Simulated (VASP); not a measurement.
Write the native input for VASP 6.6.1 that does the following.

```
Task                   : single point
Functional             : r2SCAN
Potentials or basis    : VASP PAW PBE potentials, release 64 (Nb_sv, As)
Cutoff                 : 520 eV
k mesh                 : 12 × 12 × 12
Occupations            : gaussian, width 0.05 eV
Spin                   : no spin polarisation
Dipole correction      : no
Further INCAR settings : ALGO = Normal; EDIFF = 1e-07; NBANDS = 16
```

NbAs:

```
Nb As
1.0
     0.00000    2.63777    2.63777
     2.63777    0.00000    2.63777
     2.63777    2.63777    0.00000
Nb As
1 1
Direct
  0.50000 0.50000 0.50000
  0.00000 0.00000 0.00000
```

One way to write it, as run:

POSCAR

```
NbAs
1.0
    0.0000000000      2.6377696511      2.6377696511
    2.6377696511      0.0000000000      2.6377696511
    2.6377696511      2.6377696511      0.0000000000
Nb As
1 1
Direct
    0.5000000000      0.5000000000      0.5000000000
    0.0000000000      0.0000000000      0.0000000000
```

INCAR.step1

```
SYSTEM = NbAs
PREC = Accurate
ENCUT = 520
ISMEAR = 0
SIGMA = 0.05
LREAL = .FALSE.
LASPH = .TRUE.
NELM = 60
NBANDS = 16
GGA = PE
ALGO = Normal
EDIFF = 1E-4
LWAVE = .TRUE.
LCHARG = .FALSE.
```

INCAR.step2

```
SYSTEM = NbAs
PREC = Accurate
ENCUT = 520
EDIFF = 1E-7
ISMEAR = 0
SIGMA = 0.05
LREAL = .FALSE.
LASPH = .TRUE.
NELM = 60
ALGO = Normal
ISIF = 2
LWAVE = .FALSE.
LCHARG = .FALSE.
METAGGA = R2SCAN
LMIXTAU = .TRUE.
NBANDS = 16
ISTART = 1
```

KPOINTS

```
regular mesh
0
G
  12 12 12
  0 0 0
```

Potentials or basis: VASP PAW PBE potentials, release 64 (Nb_sv, As).

Run with:

```sh
$ cat potpaw_PBE.64/Nb_sv/POTCAR potpaw_PBE.64/As/POTCAR > POTCAR
$ cp INCAR.step1 INCAR
$ mpirun -np 1 vasp_std > vasp.out
$ cp INCAR.step2 INCAR
$ mpirun -np 1 vasp_std > vasp.out
```

It gave:

```json
{"Pressure": "-1.5 GPa", "Band gap on the k mesh": "zero (bands 9 and 10 overlap by 1.98 eV)"}
```

Caveat: the PAW data sets were made with another functional, which shifts forces and pressure a little.

Run time: 2.4 min on 1 thread of AMD EPYC 7R13 Processor (Zen 3) (shared host), peak memory 0.17 GiB.
